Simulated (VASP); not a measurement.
Input of a VASP 6.6.1 run:

The input INCAR:

```
SYSTEM = C
PREC     = Accurate       ! precision mode
ENCUT    = 520            ! plane-wave cutoff, eV
EDIFF    = 1E-6           ! SCF threshold, eV
ISMEAR   = 0              ! smearing method
SIGMA    = 0.15           ! smearing width, eV
LREAL    = .False.        ! projectors in reciprocal space
LASPH    = .True.         ! aspherical terms in the spheres
NELM     = 60             ! most SCF steps
ALGO     = Normal         ! electronic algorithm
ISIF     = 2              ! what is computed and relaxed
LWAVE    = .False.        ! write WAVECAR
LCHARG   = .True.         ! write CHGCAR
GGA      = PS             ! functional
LELF     = .True.         ! ELF
LVHAR    = .True.       
NBANDS   = 16             ! bands
```

Contents of KPOINTS:

```
regular mesh
0
Gamma
  18 18 6
  0 0 0
```

The input POSCAR:

```
C
1.0
    2.6308443279      0.0000000000      0.0000000000
   -1.3154221640      2.1293252536      0.0000000000
    0.0000000000      0.0000000000      7.2458067263
C
4
Direct
   -0.1154958935      0.0000000000      0.0025000000
    0.1154958935      0.0000000000      0.5025000000
    0.2178266890      0.6666666667      0.0025000000
    0.7821733110      0.3333333333      0.5025000000
```

Potentials or basis: VASP PAW PBE potentials, release 64 (C).

The run is started by

```console
$ cat potpaw_PBE.64/C/POTCAR > POTCAR
$ mpirun -np 1 vasp_std > vasp.out
```

(1) What does it give for the largest force?

(2) What does it give for the pressure?

(3) Predict the band gap on the k mesh.

Results:

(1) 0.434 eV/Å.

(2) -21.1 GPa.

(3) 0.36 eV, indirect (least direct gap 0.41 eV).

Caveat: the cell differs from its parent crystal (mode 4 frozen in at -0.284 Å, normal strain along x +0.0700); the PAW data sets were made with another functional, which shifts forces and pressure a little; this functional lacks dispersion, which binds the layers, so the pressure and a relaxed spacing across them are unreliable.
